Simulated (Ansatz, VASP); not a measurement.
**WS2: VASP beside Ansatz**

INCAR

```
PREC = Accurate
ENCUT = 520
EDIFF = 1E-6
ISMEAR = 0
SIGMA = 0.05
LREAL = F
LASPH = T
NELM = 60
ALGO = Normal
ISIF = 2
LWAVE = F
LCHARG = F
GGA = PS
NBANDS = 20
```

Contents of KPOINTS:

```
regular mesh
0
Gamma
  12 12 2
```

POSCAR

```
WS2
1.0
    3.1457762098      0.0000000000      0.0000000000
   -1.5728881049      2.7243221123      0.0000000000
    0.0000000000      0.0000000000     16.9534209708
W S
1 2
Direct
    0.3333333333      0.6666666667      0.0000000000
    0.6666666667      0.3333333333      0.9083134623
    0.6666666667      0.3333333333      0.0931611663
```

Input for Ansatz:

```yaml
crystal:
  lattice:
    - [3.1457762098, 0.0, 0.0]
    - [-1.5728881049, 2.7243221123, 0.0]
    - [0.0, 0.0, 16.9534209708]
  atoms:
    - { symbol: W, position: [0.3333333333, 0.6666666667, 0.0] }
    - { symbol: S, position: [0.6666666667, 0.3333333333, 0.9083134623] }
    - { symbol: S, position: [0.6666666667, 0.3333333333, 0.0931611663] }
basis:
  ecutwfc: 420
kpoints:
  mp_grid: { grid: [12, 12, 2] }
hamiltonian:
  xc: pbesol
scf:
  occupations: { method: gaussian, width: 0.05 }
output:
  forces: true
  stress: true
  eigenvalues: true
```

Change from the starting cell: all S atoms moved +0.013 Å, as atom 2 towards its neighbour atom 3 (S) at 3.134 Å.

Alike in both runs: task single point; functional PBEsol; k mesh 12 × 12 × 2; occupations gaussian, width 0.05 eV; no spin polarisation.

```csv
,VASP,Ansatz
version,VASP 6.6.1,Ansatz 0.2.0
potentials or method,"VASP PAW PBE potentials, release 64 (W_sv, S), cutoff 520 eV","scalar-relativistic, plane waves, PAW"
valence electrons in the cell,26,26
```

```csv
,VASP,Ansatz,Ansatz less VASP
gap on the k mesh at the Fermi level (eV),1.94,1.94,-0.005
least direct gap on the mesh (eV),1.94,1.94,-0.005
rms of the force components (eV/Å),0.172,0.171,-0.0008
```

VASP's potentials were made for PBE, not for PBEsol. Atom by atom the forces differ by 0.011 eV/Å (rms over components).

Neither program's run includes spin-orbit coupling.
